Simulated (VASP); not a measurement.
## Co: single point with PBEsol

Crystal: Co.

```
CELL_PARAMETERS angstrom
2.45642 0.00000 0.00000
-1.22821 2.12732 0.00000
0.00000 0.00000 3.98932
ATOMIC_POSITIONS crystal
Co 0.66667 0.33333 0.25000
Co 0.33333 0.66667 0.75000
```

This cell differs from its parent crystal: strain +0.0050 x Voigt [0, 0, 1, 0, 0, 0].

```yaml
Program: VASP 6.6.1
Task: single point
Functional: PBEsol
Potentials_or_basis: VASP PAW PBE potentials, release 64 (Co)
Cutoff: 520 eV
k_mesh: 30 × 30 × 16
Occupations: gaussian, width 0.15 eV
Spin: collinear spin, ferromagnetic start
Starting_moments: "[1.8, 1.8] μB"
```

| Property | Result |
| --- | --- |
| Pressure | -2.1 GPa |
| Net moment | 3.14 μB per cell |
| Site moments | Co +1.58 μB |
| Valence electrons inside the program's atomic spheres | Co 8.35 |

Stress tensor (GPa, compression positive):
```
-1.50  0.00  0.00
 0.00 -1.50  0.00
 0.00  0.00 -3.19
```

Levels at points of the mesh, in eV from the Fermi level:
Spin up:
```
           k point  band 9  band 10  band 11  band 12  band 13  band 14
(0.00, 0.00, 0.00)   -1.89    -0.73    -0.73    -0.20     6.64    22.32
(0.50, 0.00, 0.00)   -0.50    -0.42     1.43     3.53     9.94    10.64
(0.00, 0.00, 0.50)   -1.06    -1.06    -1.06    -1.06    15.34    15.34
(0.50, 0.00, 0.50)   -0.48    -0.48     1.64     1.64     7.63     7.63
```
Spin down:
```tsv
k point	band 5	band 6	band 7	band 8	band 9	band 10
(0.00, 0.00, 0.00)	-1.04	-0.65	-0.65	-0.18	-0.18	-0.18
(0.50, 0.00, 0.00)	-1.18	-1.12	-0.68	1.24	1.36	1.41
(0.00, 0.00, 0.50)	-1.10	-1.10	-1.10	-1.10	0.73	0.73
(0.50, 0.00, 0.50)	-0.08	-0.08	0.26	0.26	1.35	1.35
```

Run time: 9.2 min on 1 thread of Intel(R) Xeon(R) Platinum 8259CL CPU @ 2.50GHz (Skylake/Cascade Lake), with other jobs on the host, peak memory 0.53 GiB.

Caveat: the cell differs from its parent crystal (strain +0.0050 x Voigt [0, 0, 1, 0, 0, 0]); the PAW data sets were made with another functional, which shifts forces and pressure a little.
